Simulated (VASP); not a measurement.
## Si: single point with r2SCAN

Crystal: Si.

```xyz
2
Lattice="0.0000 2.7221 2.7221 2.7221 0.0000 2.7221 2.7221 2.7221 0.0000" Properties=species:S:1:pos:R:3 pbc="T T T"
Si    2.7221    2.7221    2.7221
Si    4.0832    4.0832    4.0832
```

```yaml
Program: VASP 6.6.1
Task: single point
Functional: r2SCAN
Potentials_or_basis: VASP PAW PBE potentials, release 64 (Si)
Cutoff: 520 eV
k_mesh: 8 × 8 × 8
Occupations: gaussian, width 0.05 eV
Spin: no spin polarisation
```

| Quantity | Value |
| --- | --- |
| Pressure | -0.2 GPa |
| Band gap on the k mesh | 0.83 eV, indirect (least direct gap 2.75 eV) |

Levels at points of the mesh, in eV from the valence-band top:
| k point | band 1 | band 2 | band 3 | band 4 | band 5 | band 6 | band 7 | band 8 |
| --- | --- | --- | --- | --- | --- | --- | --- | --- |
| (0.00, 0.00, 0.00) | -12.47 | 0.00 | 0.00 | 0.00 | 2.75 | 2.75 | 2.75 | 3.90 |
| (0.50, 0.00, 0.00) | -10.04 | -7.23 | -1.27 | -1.27 | 1.86 | 3.59 | 3.59 | 8.33 |
| (0.50, 0.50, 0.00) | -8.13 | -8.13 | -2.99 | -2.99 | 0.93 | 0.93 | 10.81 | 10.81 |

It took 32 s on 1 thread of Intel(R) Xeon(R) 6975P-C (Granite Rapids) (shared host), peak memory 0.16 GiB.

Caveat: the PAW data sets were made with another functional, which shifts forces and pressure a little. A k mesh can miss the band edges.
